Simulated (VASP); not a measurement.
Wanted: the native input for a VASP 6.6.1 run.

```
Task                   : single point
Functional             : PBE
Potentials or basis    : VASP PAW PBE potentials, release 64 (Na_pv, Cl)
Cutoff                 : 500 eV
k mesh                 : 8 × 8 × 8
Occupations            : gaussian, width 0.02 eV
Spin                   : non-collinear spin, zero start, spin-orbit coupling
Starting moments       : [[0.0, 0.0, 0.0], [0.0, 0.0, 0.0]] μB
Dipole correction      : no
Further INCAR settings : ALGO = Normal; EDIFF = 1e-06; NBANDS = 26
```

The structure of NaCl lies in POSCAR:

```
NaCl
1.0
    0.0000000000      2.8470933867      2.8470933867
    2.8470933867      0.0000000000      2.8470933867
    2.8470933867      2.8470933867      0.0000000000
Na Cl
1 1
Direct
    0.0000000000      0.0000000000      0.0000000000
    0.5000000000      0.5000000000      0.5000000000
```

The input as run:

INCAR

```
SYSTEM = NaCl
  PREC = Accurate
  ENCUT = 500
  EDIFF = 1E-6
  ISMEAR = 0
  SIGMA = 0.02
  LREAL = .FALSE.
  LASPH = .TRUE.
  NELM = 200
  ALGO = Normal
  ISIF = 2
  LWAVE = .FALSE.
  LCHARG = .FALSE.
  LNONCOLLINEAR = .TRUE.
  MAGMOM = 0 0 0 0 0 0
  LORBIT = 11
  LSORBIT = .TRUE.
  GGA_COMPAT = .FALSE.
  LORBMOM = .TRUE.
  GGA = PE
  NBANDS = 26
```

KPOINTS

```
Automatic mesh
0
G
  8 8 8
  0 0 0
```

Potentials or basis: VASP PAW PBE potentials, release 64 (Na_pv, Cl).

Run with:

```console
$ cat potpaw_PBE.64/Na_pv/POTCAR potpaw_PBE.64/Cl/POTCAR > POTCAR
$ mpirun -np 1 vasp_ncl > vasp.out
```

Results of the run:

```yaml
Pressure: -0.1 GPa
Net_moment: 0.00 μB per cell
Valence_electrons_inside_the_program's_atomic_spheres: Na 6.02; Cl 5.17
```

Wall time 2.1 min on 1 thread of Intel Xeon 8259CL, with other jobs on the host, peak memory 0.28 GiB.
